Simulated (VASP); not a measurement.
Au, 10 atoms in the cell. The cell holds a wire with vacuum, 10 atoms: a = 13.200 Å, b = 13.600 Å, c = 7.073 Å, α = 90.00°, β = 90.00°, γ = 90.00°. 

```yaml
Program: VASP 6.6.1
Task: single point
Functional: PBEsol
Potentials_or_basis: VASP PAW PBE potentials, release 64 (Au)
Cutoff: 520 eV
k_mesh: 1 × 1 × 8
Occupations: gaussian, width 0.05 eV
Spin: no spin polarisation
Dipole_correction: no
Further_INCAR_settings: ALGO = Normal; EDIFF = 1e-06; NBANDS = 66
```

Potentials or basis: VASP PAW PBE potentials, release 64 (Au).

Command:

```bash
$ cat potpaw_PBE.64/Au/POTCAR > POTCAR
$ mpirun -np 1 vasp_std > vasp.out
```

Hardware: 1 thread of Intel(R) Xeon(R) Platinum 8259CL CPU @ 2.50GHz (Skylake/Cascade Lake), with other jobs on the host.

Task: How long does it take, and how much memory?

Result: Wall time 15 min on 1 thread of Intel(R) Xeon(R) Platinum 8259CL CPU @ 2.50GHz (Skylake/Cascade Lake), with other jobs on the host, peak memory 1.1 GiB. Counts: scf iterations 22, k points 5.
